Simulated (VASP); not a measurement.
Set up this calculation in VASP 6.6.1, as the native input.

* Task: single point
* Functional: PBE
* Potentials or basis: VASP PAW PBE potentials, release 64 (Au)
* Cutoff: 520 eV
* k mesh: 24 × 24 × 20
* Occupations: gaussian, width 0.1 eV
* Spin: no spin polarisation
* Dipole correction: no
* Further INCAR settings: ALGO = Fast; EDIFF = 1e-06; NBANDS = 12

The structure of Au lies in POSCAR:

```
Au
1.0
    2.8231797090      0.0000000000      0.0000000000
   -1.4115898545      2.4449453474      0.0000000000
    0.0000000000      0.0000000000      2.8048147166
Au
1
Direct
    0.0000000000      0.0000000000      0.5000000000
```

One way to write it, as run:

INCAR

```
SYSTEM = Au
PREC     = Accurate       ! precision mode
ENCUT    = 520            ! plane-wave cutoff, eV
EDIFF    = 1E-6           ! SCF threshold, eV
ISMEAR   = 0              ! smearing method
SIGMA    = 0.1            ! smearing width, eV
LREAL    = .False.        ! projectors in reciprocal space
LASPH    = .True.         ! aspherical terms in the spheres
NELM     = 100            ! most SCF steps
ALGO     = Fast           ! electronic algorithm
ISIF     = 2              ! what is computed and relaxed
LWAVE    = .False.        ! write WAVECAR
LCHARG   = .True.         ! write CHGCAR
GGA      = PE             ! functional
LELF     = .True.         ! ELF
LVHAR    = .True.       
NBANDS   = 12             ! bands
```

KPOINTS

```
Automatic mesh
0
Gamma
  24 24 20
  0 0 0
```

Potentials or basis: VASP PAW PBE potentials, release 64 (Au).

Launch:

```console
$ cat potpaw_PBE.64/Au/POTCAR > POTCAR
$ mpirun -np 1 vasp_std > vasp.out
```

It gave:

* Pressure: -0.2 GPa

Wall time 39 s on 1 thread of Intel(R) Xeon(R) 6975P-C (Granite Rapids), with other jobs on the host, peak memory 0.26 GiB.
